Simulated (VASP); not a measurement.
# Mo (Immm) in VASP: further runs

Mo is run at these levels: PBE; tasks: single point.

Everything below comes from runs of VASP 6.6.1. Logs are shortened: lines on timing, memory, paths and dates and some standing lists are left out, and cuts for length are marked.

### Step 1. The cell of the first run

Symmetry: Immm, No. 71, orthorhombic system. Conventional cell: a = 2.929 Å, b = 2.960 Å, c = 3.592 Å, α = 90.00°, β = 90.00°, γ = 90.00°. Within 3.6 Å of Mo (site symmetry mmm) lie 14 Mo at 2.75 to 3.59 Å.

### Step 2. Single point, PBE

The input, INCAR:

```
ALGO = Fast ; EDIFF = 1E-7
ENCUT = 520 ; GGA = PE
ISIF = 2 ; ISMEAR = 0
LASPH = T ; LCHARG = T
LELF = T ; LREAL = F
LVHAR = T ; LWAVE = F
NBANDS = 13 ; NELM = 60
PREC = Accurate ; SIGMA = 0.15
```

The input, KPOINTS:

```
k-points
0
Gamma
  20 20 20
```

The input, POSCAR:

```
Mo
1.0
   -1.4801125337      1.7961564207      1.4643893503
    1.4801125337     -1.7961564207      1.4643893503
    1.4801125337      1.7961564207     -1.4643893503
Mo
1
Direct
    0.0000000000      0.0000000000      0.0000000000
```

Potentials or basis: VASP PAW PBE potentials, release 64 (Mo_sv).

Started as:

```
$ cat potpaw_PBE.64/Mo_sv/POTCAR > POTCAR
$ mpirun -np 1 vasp_std > vasp.out
```

OUTCAR:

```text
EDIFF = 1E-7
   ENCUT = 520
   GGA = PE
   ISIF = 2
   ISMEAR = 0
   LASPH = T
   LREAL = F
   NELM = 60
   PREC = Accurate

 ion  position               nearest neighbor table
   1  0.000  0.000  0.000-

  LATTYP: Found a body centered orthorhombic cell.
 ALAT       =     2.9287787006
 B/A-ratio  =     1.0107370239
 C/A-ratio  =     1.2265565987

  Lattice vectors:

 A1 = (   1.4801125337,  -1.7961564207,   1.4643893503)
 A2 = (  -1.4801125337,  -1.7961564207,  -1.4643893503)
 A3 = (   1.4801125337,   1.7961564207,  -1.4643893503)

Analysis of symmetry for initial positions (statically):
=====================================================================
 Subroutine PRICEL returns:
 Original cell was already a primitive cell.

 Routine SETGRP: Setting up the symmetry group for a
 body centered orthorhombic supercell.

 Subroutine GETGRP returns: Found  8 space group operations
 (whereof  8 operations were pure point group operations)
 out of a pool of  8 trial point group operations.

The static configuration has the point symmetry D_2h.

Analysis of symmetry for dynamics (positions and initial velocities):
=====================================================================
 Subroutine PRICEL returns:
 Original cell was already a primitive cell.

 Routine SETGRP: Setting up the symmetry group for a
 body centered orthorhombic supercell.

 Subroutine GETGRP returns: Found  8 space group operations
 (whereof  8 operations were pure point group operations)
 out of a pool of  8 trial point group operations.

The dynamic configuration has the point symmetry D_2h.

 Subroutine INISYM returns: Found  8 space group operations
 (whereof  8 operations are pure point group operations),
 and found     1 'primitive' translations

----------------------------------------------------------------------------------------

                                     Primitive cell

  volume of cell :      15.5724

  direct lattice vectors                    reciprocal lattice vectors
    -1.480112534  1.796156421  1.464389350     0.000000000  0.278372192  0.341439249
     1.480112534 -1.796156421  1.464389350     0.337812152  0.000000000  0.341439249
     1.480112534  1.796156421 -1.464389350     0.337812152  0.278372192  0.000000000

  length of vectors
     2.749790386  2.749790386  2.749790386     0.440535853  0.480310119  0.437730656

  position of ions in fractional coordinates (direct lattice)
     0.000000000  0.000000000  0.000000000

  ion indices of the primitive-cell ions
   primitive index   ion index
[... 77 lines left out ...]
   IBRION =     -1    ionic relax: 0-MD 1-quasi-New 2-CG
   NFREE  =      0    steps in history (QN), initial steepest desc. (CG)
   ISIF   =      2    stress and relaxation
   ISYM   =      2    0-nonsym 1-usesym 2-fastsym
   POTIM  = 0.5000    time-step for ionic-motion
   TEBEG  =    0.0;   TEEND  =   0.0 temperature during run
   PSTRESS=    0.0 pullay stress
   NELECT =      14.0000    total number of electrons
   NUPDOWN=      -1.0000    fix difference up-down
   EMIN   =  10.00;   EMAX   =-10.00  energy-range for DOS
   EFERMI =   0.00;   METHOD = LEGACY
   ISMEAR =     0;   SIGMA  =   0.15  broadening in eV -4-tet -1-fermi 0-gaus
   EFERMI_NEDOS =   21; number of points for ismear=-14 and -15
   IALGO  =     68    algorithm
   IMIX   =      4    mixing-type and parameters
     AMIX     =   0.40;   BMIX     =  1.00
     AMIX_MAG =   1.60;   BMIX_MAG =  1.00
  volume/ion in A,a.u.               =      15.57       105.09
  Fermi-wavevector in a.u.,A,eV,Ry     =   1.580031  2.985826 33.966930  2.496499
  Thomas-Fermi vector in A             =   2.680321
   LORBIT       =      0    0 simple, 1 ext, 2 COOP (PROOUT), +10 PAW based schemes
   GGA     = PE    functional components
   LHFCALC =     F    Hartree Fock is set to
   AEXX    =    0.0000 exact exchange contribution
   IVDW    =     0    specifies the selected vdW correction
   LEPSILON=     F    determine dielectric tensor
   LRPA    =     F    only Hartree local field effects (RPA)
 non-spin polarized calculation
 RMM-DIIS sequential band-by-band and
 Gauss-broadening in eV      SIGMA  =   0.15
  energy-cutoff  :      520.00
  volume of cell :       15.57
 maximum number of plane-waves:       435
   NGX = 11   NGY = 11   NGZ = 11

 number of electron      13.9999999 magnetization

 Free energy of the ion-electron system (eV)
  ---------------------------------------------------
  ext. energy  EPLUGINS =         0.00000000
  ---------------------------------------------------
  free energy    TOTEN  =       -10.64857310 eV

  energy without entropy =      -10.63544590  energy(sigma->0) =      -10.64200950

 E-fermi :  12.5258     XC(G=0): -13.4032

 val. band max:       12.5251646848   @ k =   0.2500  -0.1000   0.0500
 cond. band min:      12.5265238195   @ k =  -0.4000   0.4000   0.1500
 fundamental gap:      0.0013591346
 Fermi energy:        12.5257852548

 k-point     1 :       0.0000    0.0000    0.0000
  band No.  band energies     occupation
      1     -48.5576      2.00000
      2     -21.8473      2.00000
      3     -21.8242      2.00000
      4     -21.8045      2.00000
      5       5.4119      2.00000
      6      10.9629      2.00000
      7      11.1219      2.00000
      8      12.6984      0.10359
      9      12.9431      0.00008
     10      15.0107      0.00000
     11      25.7077      0.00000
     12      29.0180      0.00000
     13      29.2634      0.00000
[... 354 lines left out ...]
  band No.  band energies     occupation
      1     -48.3364      2.00000
      2     -23.0356      2.00000
      3     -22.1416      2.00000
      4     -21.8705      2.00000
      5       7.6615      2.00000
      6      10.4310      2.00000
      7      12.2287      1.99491
      8      12.7458      0.03802
      9      15.0759      0.00000
     10      16.1821      0.00000
     11      24.6562      0.00000
     12      27.0433      0.00000
     13      32.4826      0.00000

 [... further k-points ...]
[... 5 lines left out ...]
  --------------------------------------------------------------------------------------
  -------------------------------------------------------------------------------------
  Total        1.5806818     -1.0613982      1.7182071      0.0000000      0.0000000      0.0000000
  in kB      162.6296038   -109.2027300    176.7789917      0.0000000      0.0000000      0.0000000
  external PRESSURE =      76.7352885 kB  Pullay stress =       0.0000000 kB

 VOLUME and BASIS-vectors are now :
 -----------------------------------------------------------------------------
  energy-cutoff  :      520.00
  volume of cell :       15.57
      direct lattice vectors                 reciprocal lattice vectors
    -1.480112534  1.796156421  1.464389350     0.000000000  0.278372192  0.341439249
     1.480112534 -1.796156421  1.464389350     0.337812152  0.000000000  0.341439249
     1.480112534  1.796156421 -1.464389350     0.337812152  0.278372192  0.000000000

 POSITION                                       TOTAL-FORCE (eV/Angst)
 -----------------------------------------------------------------------------------
      0.00000      0.00000      0.00000        -0.000000      0.000000     -0.000000
 -----------------------------------------------------------------------------------
    total drift:                                0.000000     -0.000000      0.000000

  FREE ENERGIE OF THE ION-ELECTRON SYSTEM (eV)
  ---------------------------------------------------
  free  energy   TOTEN  =       -10.6485730961 eV

  energy  without entropy=      -10.6354458977  energy(sigma->0) =      -10.64200950
```

It took 79 s on 1 thread of Intel Xeon 6975P-C (Granite Rapids), shared host; peak memory 0.31 GiB.

What came out:

```yaml
Free_energy: -10.6486 eV
Pressure: 7.7 GPa
Band_gap_on_the_k_mesh: zero (band 7 reaches 16.33 eV, above the bottom of band 8 at 11.58 eV)
```

Levels at points of the mesh, in eV from the Fermi level:
```tsv
k point	band 3	band 4	band 5	band 6	band 7	band 8	band 9	band 10	band 11	band 12
(0.00, 0.00, 0.00)	-34.35	-34.33	-7.11	-1.56	-1.40	0.17	0.42	2.48	13.18	16.49
(0.50, 0.00, 0.00)	-34.70	-34.40	-5.10	-2.33	-0.02	1.48	3.27	4.40	11.40	12.37
(0.00, 0.50, 0.00)	-34.88	-34.60	-5.38	-4.45	2.93	3.40	3.57	5.02	12.02	13.29
(0.50, 0.50, 0.00)	-34.67	-34.39	-5.09	-2.17	-0.10	1.37	3.10	4.43	11.29	12.43
(0.50, 0.50, 0.50)	-35.11	-35.07	-5.49	-5.02	3.81	4.41	4.43	6.01	10.85	11.16
```

Caveat: the cell differs from its parent crystal (strain +e along x and -e along y -0.1000, strain +e along z and -e/2 along x and y -0.0733).

### Step 3. Single point, PBE

The input, INCAR:

```
SYSTEM = Mo
PREC = Accurate
ENCUT = 520
EDIFF = 1E-7
ISMEAR = 0
SIGMA = 0.15
LREAL = .FALSE.
LASPH = .TRUE.
NELM = 80
ALGO = Fast
ISIF = 2
LWAVE = .FALSE.
LCHARG = .FALSE.
GGA = PE
NBANDS = 13
```

The input, KPOINTS:

```
regular mesh
0
G
  20 20 20
  0 0 0
```

The input, POSCAR:

```
Mo
1.0
   -1.3642824491      1.6803263361      1.6960495195
    1.3642824491     -1.6803263361      1.6960495195
    1.3642824491      1.6803263361     -1.6960495195
Mo
1
Direct
    0.0000000000      0.0000000000      0.0000000000
```

Potentials or basis: VASP PAW PBE potentials, release 64 (Mo_sv).

Started as:

```
$ cat potpaw_PBE.64/Mo_sv/POTCAR > POTCAR
$ mpirun -np 1 vasp_std > vasp.out
```

Run time: 79 s. Hardware: 1 thread of Intel Xeon 6975P-C (Granite Rapids), shared host; peak memory 0.3 GiB.

The run converged. Its results:

- Free energy: -10.5861 eV
- Pressure: 9.7 GPa
- Band gap on the k mesh: zero (band 7 reaches 16.68 eV, above the bottom of band 8 at 10.99 eV)

Stress tensor (GPa, compression positive):
```
30.82  0.00  0.00
 0.00 -0.57  0.00
 0.00  0.00 -1.10
```

Levels at points of the mesh, in eV from the Fermi level:
| k point | band 3 | band 4 | band 5 | band 6 | band 7 | band 8 | band 9 | band 10 | band 11 | band 12 |
| --- | --- | --- | --- | --- | --- | --- | --- | --- | --- | --- |
| (0.00, 0.00, 0.00) | -34.40 | -34.11 | -7.08 | -2.66 | -0.28 | 0.12 | 0.20 | 3.03 | 13.98 | 14.12 |
| (0.50, 0.00, 0.00) | -34.39 | -34.32 | -4.98 | -1.06 | -0.38 | 0.72 | 1.52 | 4.72 | 10.62 | 13.15 |
| (0.00, 0.50, 0.00) | -34.83 | -34.52 | -5.25 | -3.88 | 1.42 | 2.61 | 4.42 | 4.56 | 12.14 | 12.78 |
| (0.50, 0.50, 0.00) | -34.84 | -34.53 | -5.27 | -3.97 | 1.57 | 2.68 | 4.44 | 4.60 | 12.15 | 12.86 |
| (0.50, 0.50, 0.50) | -35.47 | -34.70 | -5.55 | -5.03 | 4.14 | 4.17 | 4.68 | 7.36 | 7.58 | 13.35 |

Caveat: the cell differs from its parent crystal (strain +e along x and -e along y -0.1000, strain +e along z and -e/2 along x and y +0.0733).
